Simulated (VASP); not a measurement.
# WSe2 (P6_3/mmc) in VASP: relaxation of cell and atoms with PBE+D3(BJ)

Aim: the relaxation of cell and atoms of WSe2 with PBE+D3(BJ).

Program: VASP 6.6.1. These are calculated values, not measurements. Logs are shortened: lines on timing, memory, paths and dates and some standing lists are left out, and cuts for length are marked.

## 1. The cell of the first run

The structure is hexagonal, space group P6_3/mmc (No. 194). Conventional cell: a = 3.293 Å, b = 3.293 Å, c = 12.945 Å, α = 90.00°, β = 90.00°, γ = 120.00°. Within 3.3 Å of W (site symmetry -6m2) lie 6 Se at 2.50 Å and 6 W at 3.29 Å. Se (site symmetry 3m) has 3 W at 2.50 Å and 7 Se at 3.24 to 3.29 Å within 3.3 Å.

## 2. Relaxation of cell and atoms, PBE+D3(BJ)

INCAR reads:

```
SYSTEM = WSe2
PREC = Accurate ; ENCUT = 600
EDIFF = 1E-7 ; ISMEAR = 0
SIGMA = 0.1 ; LREAL = .False.
LASPH = .True. ; NELM = 60
ALGO = Normal ; ISIF = 3
LWAVE = .False. ; LCHARG = .False.
GGA = PE ; IVDW = 12
IBRION = 2 ; NSW = 100
EDIFFG = -0.05
```

KPOINTS reads:

```
Automatic mesh
0
Gamma
  9 9 2
  0 0 0
```

POSCAR reads:

```
WSe2
1.0
    3.2931862500      0.0000000000      0.0000000000
   -1.6465931200      2.8519829500      0.0000000000
    0.0000000000      0.0000000000     12.9449144900
W Se
2 4
Direct
    0.3333333300      0.6666666700      0.2500000000
    0.6666666700      0.3333333300      0.7500000000
    0.3333333300      0.6666666700      0.6250000000
    0.6666666700      0.3333333300      0.1250000000
    0.3333333300      0.6666666700      0.8750000000
    0.6666666700      0.3333333300      0.3750000000
```

Potentials or basis: VASP PAW PBE potentials, release 64 (W_sv, Se).

On the command line:

```bash
$ cat potpaw_PBE.64/W_sv/POTCAR potpaw_PBE.64/Se/POTCAR > POTCAR
$ mpirun -np 1 vasp_std > vasp.out
```

OUTCAR:

```text
SYSTEM = WSe2
   PREC = Accurate
   ENCUT = 600
   EDIFF = 1E-7
   ISMEAR = 0
   LREAL = .False.
   LASPH = .True.
   NELM = 60
   ISIF = 3
   GGA = PE
   IVDW = 12
   IBRION = 2
   NSW = 100
   EDIFFG = -0.05
 IVDW          = 12

 ion  position               nearest neighbor table
   1  0.333  0.667  0.250-   4 2.50   6 2.50   4 2.50   6 2.50   4 2.50   6 2.50
   2  0.667  0.333  0.750-   3 2.50   5 2.50   3 2.50   5 2.50   3 2.50   5 2.50
   3  0.333  0.667  0.625-   2 2.50   2 2.50   2 2.50
   4  0.667  0.333  0.125-   1 2.50   1 2.50   1 2.50
   5  0.333  0.667  0.875-   2 2.50   2 2.50   2 2.50
   6  0.667  0.333  0.375-   1 2.50   1 2.50   1 2.50

  LATTYP: Found a hexagonal cell.
 ALAT       =     3.2931862500
 C/A-ratio  =     3.9308176056

  Lattice vectors:

 A1 = (   3.2931862500,   0.0000000000,   0.0000000000)
 A2 = (  -1.6465931200,   2.8519829500,   0.0000000000)
 A3 = (   0.0000000000,   0.0000000000,  12.9449144900)

Analysis of symmetry for initial positions (statically):
=====================================================================
 Subroutine PRICEL returns:
 Original cell was already a primitive cell.

 Routine SETGRP: Setting up the symmetry group for a
 hexagonal supercell.

 Subroutine GETGRP returns: Found 24 space group operations
 (whereof 12 operations were pure point group operations)
 out of a pool of 24 trial point group operations.

The static configuration has the point symmetry D_3d.
 The point group associated with its full space group is D_6h.

Analysis of symmetry for dynamics (positions and initial velocities):
=====================================================================
 Subroutine PRICEL returns:
 Original cell was already a primitive cell.

 Routine SETGRP: Setting up the symmetry group for a
 hexagonal supercell.

 Subroutine GETGRP returns: Found 24 space group operations
 (whereof 12 operations were pure point group operations)
 out of a pool of 24 trial point group operations.

The dynamic configuration has the point symmetry D_3d.
 The point group associated with its full space group is D_6h.

 Subroutine INISYM returns: Found 24 space group operations
 (whereof 12 operations are pure point group operations),
 and found     1 'primitive' translations

----------------------------------------------------------------------------------------

                                     Primitive cell

  volume of cell :     121.5801

  direct lattice vectors                    reciprocal lattice vectors
     3.293186250  0.000000000  0.000000000     0.303657286  0.175316616  0.000000000
    -1.646593120  2.851982950  0.000000000     0.000000000  0.350633232  0.000000000
     0.000000000  0.000000000 12.944914490     0.000000000  0.000000000  0.077250414

  length of vectors
     3.293186250  3.293186246 12.944914490     0.350633232  0.350633232  0.077250414

  position of ions in fractional coordinates (direct lattice)
     0.333333330  0.666666670  0.250000000
     0.666666670  0.333333330  0.750000000
     0.333333330  0.666666670  0.625000000
     0.666666670  0.333333330  0.125000000
     0.333333330  0.666666670  0.875000000
     0.666666670  0.333333330  0.375000000

  ion indices of the primitive-cell ions
   primitive index   ion index
                 1           1
                 2           2
                 3           3
                 4           4
                 5           5
                 6           6

----------------------------------------------------------------------------------------

 KPOINTS: Automatic mesh

Automatic generation of k-mesh.
 Grid dimensions read from file:
 generate k-points for:    9    9    2

 Generating k-lattice:

  Cartesian coordinates                     Fractional coordinates (reciprocal lattice)
     0.033739698  0.019479624  0.000000000     0.111111111  0.000000000  0.000000000
     0.000000000  0.038959248  0.000000000     0.000000000  0.111111111  0.000000000
     0.000000000  0.000000000  0.038625207     0.000000000  0.000000000  0.500000000

  Length of vectors
     0.038959248  0.038959248  0.038625207

  Shift w.r.t. Gamma in fractional coordinates (k-lattice)
     0.000000000  0.000000000  0.000000000

 Subroutine IBZKPT returns following result:
 ===========================================

 Found     24 irreducible k-points:

 Following reciprocal coordinates:
            Coordinates               Weight
  0.000000  0.000000  0.000000      1.000000
  0.111111  0.000000  0.000000      6.000000
  0.222222  0.000000  0.000000      6.000000
  0.333333  0.000000  0.000000      6.000000
  0.444444  0.000000  0.000000      6.000000
  0.111111  0.111111  0.000000      6.000000
[... 16 lines left out ...]
  0.333333  0.222222  0.500000     12.000000
  0.333333  0.333333  0.500000      2.000000
   k-points           NKPTS =     24   k-points in BZ     NKDIM =     24   number of bands    NBANDS=     31
   number of dos      NEDOS =    301   number of ions     NIONS =      6
   total plane-waves  NPLWV =  84672
   dimension x,y,z NGX =    28 NGY =   28 NGZ =  108
   dimension x,y,z NGXF=    56 NGYF=   56 NGZF=  216
   ions per type =               2   4
   NGX,Y,Z   is equivalent  to a cutoff of  14.13, 14.13, 13.87 a.u.
   NGXF,Y,Z  is equivalent  to a cutoff of  28.27, 28.27, 27.74 a.u.
 SYSTEM =  WSe2
   PREC   = accura    normal or accurate (medium, high low for compatibility)
   ISTART =      0    job   : 0-new  1-cont  2-samecut
   ICHARG =      2    charge: 1-file 2-atom 10-const
   ISPIN  =      1    spin polarized calculation?
   LNONCOLLINEAR =      F non collinear calculations
   LSORBIT =      F    spin-orbit coupling
   LASPH  =      T    aspherical Exc in radial PAW
   ENCUT  =  600.0 eV  44.10 Ry    6.64 a.u.   6.58  6.58 25.85*2*pi/ulx,y,z
   NELM   =     60;   NELMIN=  2; NELMDL= -5     # of ELM steps
   EDIFF  = 0.1E-06   stopping-criterion for ELM
   LREAL  =      F    real-space projection
   EDIFFG = -.5E-01   stopping-criterion for IOM
   NSW    =    100    number of steps for IOM
   IBRION =      2    ionic relax: 0-MD 1-quasi-New 2-CG
   NFREE  =      1    steps in history (QN), initial steepest desc. (CG)
   ISIF   =      3    stress and relaxation
   ISYM   =      2    0-nonsym 1-usesym 2-fastsym
   POTIM  = 0.5000    time-step for ionic-motion
   TEBEG  =    0.0;   TEEND  =   0.0 temperature during run
   PSTRESS=    0.0 pullay stress
   NELECT =      52.0000    total number of electrons
   NUPDOWN=      -1.0000    fix difference up-down
   EMIN   =  10.00;   EMAX   =-10.00  energy-range for DOS
   EFERMI =   0.00;   METHOD = LEGACY
   ISMEAR =     0;   SIGMA  =   0.10  broadening in eV -4-tet -1-fermi 0-gaus
   EFERMI_NEDOS =   21; number of points for ismear=-14 and -15
   IALGO  =     38    algorithm
   IMIX   =      4    mixing-type and parameters
     AMIX     =   0.40;   BMIX     =  1.00
     AMIX_MAG =   1.60;   BMIX_MAG =  1.00
  volume/ion in A,a.u.               =      20.26       136.74
  Fermi-wavevector in a.u.,A,eV,Ry     =   1.233451  2.330884 20.699914  1.521401
  Thomas-Fermi vector in A             =   2.368180
   LORBIT       =      0    0 simple, 1 ext, 2 COOP (PROOUT), +10 PAW based schemes
   GGA     = PE    functional components
   LHFCALC =     F    Hartree Fock is set to
   AEXX    =    0.0000 exact exchange contribution
   IVDW    =    12    specifies the selected vdW correction
   LEPSILON=     F    determine dielectric tensor
   LRPA    =     F    only Hartree local field effects (RPA)
 conjugate gradient relaxation of ions
 non-spin polarized calculation
 Gauss-broadening in eV      SIGMA  =   0.10
  energy-cutoff  :      600.00
  volume of cell :      121.58
 maximum number of plane-waves:      4108
 NGX is ok and might be reduce to    28
   NGX = 13   NGY = 13   NGZ = 51

--------------------------------------- Ionic step        1  -------------------------------------------

 number of electron      51.9999997 magnetization

 Free energy of the ion-electron system (eV)
  ---------------------------------------------------
  ext. energy  EPLUGINS =         0.00000000
  ---------------------------------------------------
  free energy    TOTEN  =       -42.97157136 eV

  energy without entropy =      -42.97157136  energy(sigma->0) =      -42.97157136

------------------------ aborting loop because EDIFF is reached ----------------------------------------

 Edisp (eV)   -2.79019

 E8    (eV) :    -1.2446

  FORCE on cell =-STRESS in cart. coord.  units (eV):
  Direction    XX          YY          ZZ          XY          YZ          ZX
  --------------------------------------------------------------------------------------
  -------------------------------------------------------------------------------------
  Total       2.35381     2.35381     7.07398     0.00000     0.00000     0.00000
  in kB      31.01846    31.01846    93.22057     0.00000     0.00000     0.00000
  external pressure =       51.75 kB  Pullay stress =        0.00 kB
[... 109 lines left out ...]
  FREE ENERGIE OF THE ION-ELECTRON SYSTEM (eV)
  ---------------------------------------------------
  free  energy   TOTEN  =       -45.8892673927 eV

  energy  without entropy=      -45.8892673927  energy(sigma->0) =      -45.88926739

[... ionic steps 4 to 9 ...]

--------------------------------------- Ionic step       10  -------------------------------------------

 number of electron      52.0000002 magnetization

------------------------ aborting loop because EDIFF is reached ----------------------------------------

 Edisp (eV)   -2.84964

 E8    (eV) :    -1.2710
[... 77 lines left out ...]
  energy  without entropy=      -45.9144903116  energy(sigma->0) =      -45.91449031

--------------------------------------- Ionic step       12  -------------------------------------------

 number of electron      52.0000002 magnetization

 Free energy of the ion-electron system (eV)
  ---------------------------------------------------
  ext. energy  EPLUGINS =         0.00000000
  ---------------------------------------------------
  free energy    TOTEN  =       -43.08644920 eV

  energy without entropy =      -43.08644920  energy(sigma->0) =      -43.08644920

 E-fermi :   6.9647     XC(G=0): -10.8846

 val. band max:        6.4917610252   @ k =   0.0000   0.0000   0.0000
 cond. band min:       7.4861181376   @ k =   0.2222   0.1111   0.0000
 fundamental gap:      0.9943571125
 Fermi energy:         6.9646635004

 k-point     1 :       0.0000    0.0000    0.0000
  band No.  band energies     occupation
      1     -67.8536      2.00000
      2     -67.8536      2.00000
      3     -32.1014      2.00000
      4     -32.1014      2.00000
      5     -31.9663      2.00000
      6     -31.9663      2.00000
[... 842 lines left out ...]
  FREE ENERGIE OF THE ION-ELECTRON SYSTEM (eV)
  ---------------------------------------------------
  free  energy   TOTEN  =       -45.9316564076 eV

  energy  without entropy=      -45.9316564076  energy(sigma->0) =      -45.93165641

 reached required accuracy - stopping structural energy minimisation
```

Wall time 16 min (1 thread of Intel Xeon Platinum 8259CL at 2.50GHz (Skylake/Cascade Lake), shared host); peak memory 0.36 GiB.

What came out:

| Item | Value |
| --- | --- |
| Free energy | -45.9317 eV |
| Relaxed volume | 19.90 Å³/atom |
| Relaxed cell | a = 3.282 Å, b = 3.282 Å, c = 12.800 Å, α = 90.00°, β = 90.00°, γ = 120.00° |
| Space group after relaxing (to 0.1 Å) | P6_3/mmc (No. 194) |
| Energy gained by relaxing | 28.3 meV/atom |
| Ionic steps | 12 |
| Pressure after relaxing | 0.0 GPa |
| Largest force after relaxing | 0.005 eV/Å |
| Band gap on the k mesh | 0.99 eV (least direct gap 1.56 eV) |
| Dispersion energy per atom | -0.474 eV |

Forces on the atoms (eV/Å):
```
W    0.000  0.000  0.000
W    0.000  0.000  0.000
Se   0.000  0.000 -0.005
Se   0.000  0.000 -0.005
Se   0.000  0.000  0.005
Se   0.000  0.000  0.005
```

The path:
| step | energy change (eV) | largest force (eV/Å) | pressure (GPa) | volume (Å³) |
| --- | --- | --- | --- | --- |
| 1 | 0.0000 | 1.2786 | 5.18 | 121.58 |
| 2 | 0.3769 | 1.6083 | -11.42 | 133.41 |
| 3 | -0.1275 | 0.1524 | -1.44 | 125.33 |
| 4 | -0.1278 | 0.1969 | -1.17 | 125.16 |
| 5 | -0.1468 | 0.1187 | -0.27 | 123.30 |
| 6 | -0.1473 | 0.1046 | -0.09 | 122.96 |
| 7 | -0.1518 | 0.1010 | -0.06 | 122.51 |
| 8 | -0.1625 | 0.0899 | 0.08 | 121.18 |
| 9 | -0.1686 | 0.0629 | 0.54 | 118.52 |
| 10 | -0.1693 | 0.0741 | 0.41 | 119.21 |
| 11 | -0.1527 | 0.3563 | -2.35 | 120.40 |
| 12 | -0.1699 | 0.0052 | -0.03 | 119.39 |

Final structure:
```cif
data_structure
_symmetry_space_group_name_H-M 'P 1'
_symmetry_Int_Tables_number 1
_cell_length_a 3.2819
_cell_length_b 3.2819
_cell_length_c 12.7996
_cell_angle_alpha 90.000
_cell_angle_beta 90.000
_cell_angle_gamma 120.000
_cell_volume 119.39
loop_
_atom_site_label
_atom_site_type_symbol
_atom_site_fract_x
_atom_site_fract_y
_atom_site_fract_z
_atom_site_occupancy
W1 W 0.33333 0.66667 0.25000 1
W2 W 0.66667 0.33333 0.75000 1
Se1 Se 0.33333 0.66667 0.61830 1
Se2 Se 0.66667 0.33333 0.11830 1
Se3 Se 0.33333 0.66667 0.88170 1
Se4 Se 0.66667 0.33333 0.38170 1
```

Levels at points of the mesh, in eV from the valence-band top:
```tsv
k point	band 24	band 25	band 26	band 27	band 28	band 29
(0.00, 0.00, 0.00)	-1.19	-0.96	0.00	2.62	2.62	2.67
(0.00, 0.00, 0.50)	-1.49	-0.20	-0.20	2.62	2.62	2.62
```

Caveat: spin-orbit coupling is left out, which moves the levels of the heavy elements; an odd mesh through Γ misses points on the zone boundary, where band edges can lie.
